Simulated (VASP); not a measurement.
Wanted: the native input for a VASP 6.6.1 run.

* Task: single point
* Functional: PBE
* Potentials or basis: VASP PAW PBE potentials, release 64 (Au, Al)
* Cutoff: 520 eV
* k mesh: 8 × 8 × 8
* Occupations: fermi-dirac, width 0.05 eV
* Spin: no spin polarisation
* Dipole correction: no
* Further INCAR settings: ALGO = Fast; EDIFF = 1e-06; NBANDS = 16

The structure of Al2Au lies in POSCAR:

```
Al2Au
1.0
    0.0000000000      3.0198681287      3.0198681287
    3.0198681287      0.0000000000      3.0198681287
    3.0198681287      3.0198681287      0.0000000000
Au Al
1 2
Direct
    0.0000000000      0.0000000000      0.0000000000
    0.7500000000      0.7500000000      0.7500000000
    0.2500000000      0.2500000000      0.2500000000
```

The input as run:

INCAR

```
PREC = Accurate
ENCUT = 520
EDIFF = 1E-6
ISMEAR = -1
SIGMA = 0.05
LREAL = False
LASPH = True
NELM = 100
ALGO = Fast
ISIF = 2
LWAVE = False
LCHARG = True
GGA = PE
LELF = True
LVHAR = True
NBANDS = 16
```

KPOINTS

```
regular mesh
0
Gamma
  8 8 8
```

Potentials or basis: VASP PAW PBE potentials, release 64 (Au, Al).

Launch:

```console
$ cat potpaw_PBE.64/Au/POTCAR potpaw_PBE.64/Al/POTCAR > POTCAR
$ mpirun -np 1 vasp_std > vasp.out
```

It gave:

The pressure is 0.8 GPa.

It took 21 s on 1 thread of Intel Xeon 6975P-C, on a shared host, peak memory 0.19 GiB.
